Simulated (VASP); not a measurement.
# N in VASP: single point with r2SCAN

Aim: the single point of N with r2SCAN.

Everything below comes from runs of VASP 6.6.1. Logs are shortened: lines on timing, memory, paths and dates and some standing lists are left out, and cuts for length are marked.

### 1 The cell of the first run

The cell holds a single atom in a box, 1 atom: a = 14.000 Å, b = 14.400 Å, c = 14.800 Å, α = 90.00°, β = 90.00°, γ = 90.00°.

### 2 Single point, r2SCAN, collinear spin, ferromagnetic start

The input, POSCAR:

```
N
1.0
   14.0000000000      0.0000000000      0.0000000000
    0.0000000000     14.4000000000      0.0000000000
    0.0000000000      0.0000000000     14.8000000000
N
1
Direct
    0.5000000000      0.5000000000      0.5000000000
```

The input, INCAR.step1:

```
ALGO = Normal
EDIFF = 1E-4
ENCUT = 520
GGA = PE
ISMEAR = -1
ISPIN = 2
ISYM = 0
LASPH = True
LCHARG = False
LREAL = False
LWAVE = True
MAGMOM = 3
NBANDS = 12
NELM = 150
PREC = Accurate
SIGMA = 0.01
```

The input, INCAR.step2:

```
ALGO = Normal
EDIFF = 1E-7
ENCUT = 520
ISIF = 2
ISMEAR = -1
ISPIN = 2
ISTART = 1
ISYM = 0
LASPH = True
LCHARG = False
LMIXTAU = True
LORBIT = 11
LREAL = False
LWAVE = False
MAGMOM = 3
METAGGA = R2SCAN
NBANDS = 12
NELM = 150
PREC = Accurate
SIGMA = 0.01
```

The input, KPOINTS:

```
k-points
0
Gamma
  1 1 1
```

Potentials or basis: VASP PAW PBE potentials, release 64 (N).

Command:

```console
$ cat potpaw_PBE.64/N/POTCAR > POTCAR
$ cp INCAR.step1 INCAR
$ mpirun -np 1 vasp_gam > vasp.out
$ cp INCAR.step2 INCAR
$ mpirun -np 1 vasp_gam > vasp.out
```

OUTCAR:

```text
EDIFF = 1E-7
   ENCUT = 520
   ISIF = 2
   ISMEAR = -1
   ISPIN = 2
   ISTART = 1
   ISYM = 0
   LASPH = True
   LORBIT = 11
   LREAL = False
   METAGGA = R2SCAN
   NELM = 150
   PREC = Accurate

 ion  position               nearest neighbor table
   1  0.500  0.500  0.500-

IMPORTANT INFORMATION: All symmetrisations will be switched off!
NOSYMM: (Re-)initialisation of all symmetry stuff for point group C_1.

----------------------------------------------------------------------------------------

                                     Primitive cell

  volume of cell :    2983.6800

  direct lattice vectors                    reciprocal lattice vectors
    14.000000000  0.000000000  0.000000000     0.071428571  0.000000000  0.000000000
     0.000000000 14.400000000  0.000000000     0.000000000  0.069444444  0.000000000
     0.000000000  0.000000000 14.800000000     0.000000000  0.000000000  0.067567568

  length of vectors
    14.000000000 14.400000000 14.800000000     0.071428571  0.069444444  0.067567568

  position of ions in fractional coordinates (direct lattice)
     0.500000000  0.500000000  0.500000000

  ion indices of the primitive-cell ions
   primitive index   ion index
                 1           1

----------------------------------------------------------------------------------------

 KPOINTS: k-points

Automatic generation of k-mesh.
 Grid dimensions read from file:
 generate k-points for:    1    1    1

 Generating k-lattice:

  Cartesian coordinates                     Fractional coordinates (reciprocal lattice)
     0.071428571  0.000000000  0.000000000     1.000000000  0.000000000  0.000000000
     0.000000000  0.069444444  0.000000000     0.000000000  1.000000000  0.000000000
     0.000000000  0.000000000  0.067567568     0.000000000  0.000000000  1.000000000

  Length of vectors
     0.071428571  0.069444444  0.067567568

  Shift w.r.t. Gamma in fractional coordinates (k-lattice)
     0.000000000  0.000000000  0.000000000

 Subroutine IBZKPT returns following result:
 ===========================================

 Found      1 irreducible k-points:

 Following reciprocal coordinates:
            Coordinates               Weight
  0.000000  0.000000  0.000000      1.000000
   k-points           NKPTS =      1   k-points in BZ     NKDIM =      1   number of bands    NBANDS=     12
   number of dos      NEDOS =    301   number of ions     NIONS =      1
   total plane-waves  NPLWV = ******
   dimension x,y,z NGX =   108 NGY =  108 NGZ =  112
   dimension x,y,z NGXF=   216 NGYF=  216 NGZF=  224
   ions per type =               1
   NGX,Y,Z   is equivalent  to a cutoff of  12.82, 12.47, 12.58 a.u.
   NGXF,Y,Z  is equivalent  to a cutoff of  25.65, 24.94, 25.16 a.u.
 SYSTEM =  unknown system
   PREC   = accura    normal or accurate (medium, high low for compatibility)
   ISTART =      1    job   : 0-new  1-cont  2-samecut
   ICHARG =      0    charge: 1-file 2-atom 10-const
   ISPIN  =      2    spin polarized calculation?
   LNONCOLLINEAR =      F non collinear calculations
   LSORBIT =      F    spin-orbit coupling
   LASPH  =      T    aspherical Exc in radial PAW
   ENCUT  =  520.0 eV  38.22 Ry    6.18 a.u.  26.03 26.77 27.52*2*pi/ulx,y,z
   NELM   =    150;   NELMIN=  2; NELMDL=  0     # of ELM steps
   EDIFF  = 0.1E-06   stopping-criterion for ELM
   LREAL  =      F    real-space projection
   EDIFFG = 0.1E-05   stopping-criterion for IOM
   NSW    =      0    number of steps for IOM
   IBRION =     -1    ionic relax: 0-MD 1-quasi-New 2-CG
   NFREE  =      0    steps in history (QN), initial steepest desc. (CG)
   ISIF   =      2    stress and relaxation
   ISYM   =      0    0-nonsym 1-usesym 2-fastsym
   POTIM  = 0.5000    time-step for ionic-motion
   TEBEG  =    0.0;   TEEND  =   0.0 temperature during run
   PSTRESS=    0.0 pullay stress
   NELECT =       5.0000    total number of electrons
   NUPDOWN=      -1.0000    fix difference up-down
   EMIN   =  10.00;   EMAX   =-10.00  energy-range for DOS
   EFERMI =   0.00;   METHOD = LEGACY
   ISMEAR =    -1;   SIGMA  =   0.01  broadening in eV -4-tet -1-fermi 0-gaus
   EFERMI_NEDOS =   21; number of points for ismear=-14 and -15
   IALGO  =     38    algorithm
   IMIX   =      4    mixing-type and parameters
     AMIX     =   0.40;   BMIX     =  1.00
     AMIX_MAG =   1.60;   BMIX_MAG =  1.00
  volume/ion in A,a.u.               =    2983.68     20134.87
  Fermi-wavevector in a.u.,A,eV,Ry     =   0.194453  0.367462  0.514462  0.037812
  Thomas-Fermi vector in A             =   0.940288
   LORBIT       =     11    0 simple, 1 ext, 2 COOP (PROOUT), +10 PAW based schemes
   METAGGA = R2SCAN    functional components
   LHFCALC =     F    Hartree Fock is set to
   AEXX    =    0.0000 exact exchange contribution
   IVDW    =     0    specifies the selected vdW correction
   LEPSILON=     F    determine dielectric tensor
   LRPA    =     F    only Hartree local field effects (RPA)
 spin polarized calculation
  energy-cutoff  :      520.00
  volume of cell :     2983.68
 maximum number of plane-waves:     40220
 NGX is ok and might be reduce to   108
   NGX = 53   NGY = 53   NGZ = 55

 number of electron       4.9999999 magnetization       2.9999997

 Free energy of the ion-electron system (eV)
  ---------------------------------------------------
  ext. energy  EPLUGINS =         0.00000000
  ---------------------------------------------------
  free energy    TOTEN  =        -4.43035412 eV

  energy without entropy =       -4.43035412  energy(sigma->0) =       -4.43035412

 E-fermi :  -8.5995     XC(G=0):  -0.0359

 val. band max:       -8.8610154382   @ k =   0.0000   0.0000   0.0000
 cond. band min:      -3.1339842580   @ k =   0.0000   0.0000   0.0000
 fundamental gap:      5.7270311802
 Fermi energy:        -8.5994820665

 spin component 1

 k-point     1 :       0.0000    0.0000    0.0000
  band No.  band energies     occupation
      1     -21.3463      1.00000
      2      -8.8610      1.00000
      3      -8.8610      1.00000
      4      -8.8610      1.00000
      5      -0.0304      0.00000
      6       0.6054      0.00000
      7       0.6769      0.00000
      8       0.7142      0.00000
      9       0.7251      0.00000
     10       0.7551      0.00000
     11       0.7707      0.00000
     12       1.3748      0.00000
 Fermi energy:        -8.5994820665

 spin component 2

 k-point     1 :       0.0000    0.0000    0.0000
  band No.  band energies     occupation
      1     -15.1816      1.00000
      2      -3.1340      0.00000
      3      -3.1339      0.00000
      4      -3.1338      0.00000
      5       0.0690      0.00000
      6       0.7293      0.00000
      7       0.7492      0.00000
      8       0.7755      0.00000
      9       0.7890      0.00000
     10       0.8321      0.00000
     11       0.9340      0.00000
     12       1.4609      0.00000

------------------------ aborting loop because EDIFF is reached ----------------------------------------

  FORCE on cell =-STRESS in cart. coord.  units (eV):
  Direction    XX          YY          ZZ          XY          YZ          ZX
  --------------------------------------------------------------------------------------
  -------------------------------------------------------------------------------------
  Total       -0.0324390     -0.0313802     -0.0317662     -0.0000004      0.0000007     -0.0000006
  in kB       -0.0174191     -0.0168506     -0.0170578     -0.0000002      0.0000004     -0.0000003
  external PRESSURE =      -0.0171092 kB  Pullay stress =       0.0000000 kB

 VOLUME and BASIS-vectors are now :
 -----------------------------------------------------------------------------
  energy-cutoff  :      520.00
  volume of cell :     2983.68
      direct lattice vectors                 reciprocal lattice vectors
    14.000000000  0.000000000  0.000000000     0.071428571  0.000000000  0.000000000
     0.000000000 14.400000000  0.000000000     0.000000000  0.069444444  0.000000000
     0.000000000  0.000000000 14.800000000     0.000000000  0.000000000  0.067567568

 POSITION                                       TOTAL-FORCE (eV/Angst)
 -----------------------------------------------------------------------------------
      7.00000      7.20000      7.40000         0.000003     -0.000001     -0.000006
 -----------------------------------------------------------------------------------
    total drift:                                0.000003     -0.000001     -0.000006

  FREE ENERGIE OF THE ION-ELECTRON SYSTEM (eV)
  ---------------------------------------------------
  free  energy   TOTEN  =        -4.4303541161 eV

  energy  without entropy=       -4.4303541160  energy(sigma->0) =       -4.43035412

 total charge

# of ion       s       p       d       tot
------------------------------------------
    1        1.359   1.939   0.000   3.298

 magnetization (x)

# of ion       s       p       d       tot
------------------------------------------
    1        0.048   1.939   0.000   1.987
```

Run time: 18 min. Hardware: 1 thread of Intel Xeon Platinum 8375C at 2.90GHz (Ice Lake), shared host; peak memory 3.7 GiB.

Results:

```yaml
Free_energy: -4.4304 eV
Pressure: 0.0 GPa
Band_gap_on_the_k_mesh: 5.73 eV
Net_moment: 3.00 μB per cell
Site_moments: N +1.99 μB
Valence_electrons_inside_the_program's_atomic_spheres: N 3.30
```

Levels at points of the mesh, in eV from the valence-band top:
Spin up:
```
           k point  band 2  band 3  band 4  band 5  band 6  band 7
(0.00, 0.00, 0.00)    0.00    0.00    0.00    8.83    9.47    9.54
```
Spin down:
```
           k point  band 1  band 2  band 3  band 4
(0.00, 0.00, 0.00)   -6.32    5.73    5.73    5.73
```

Caveat: the PAW data sets were made with another functional, which shifts forces and pressure a little.
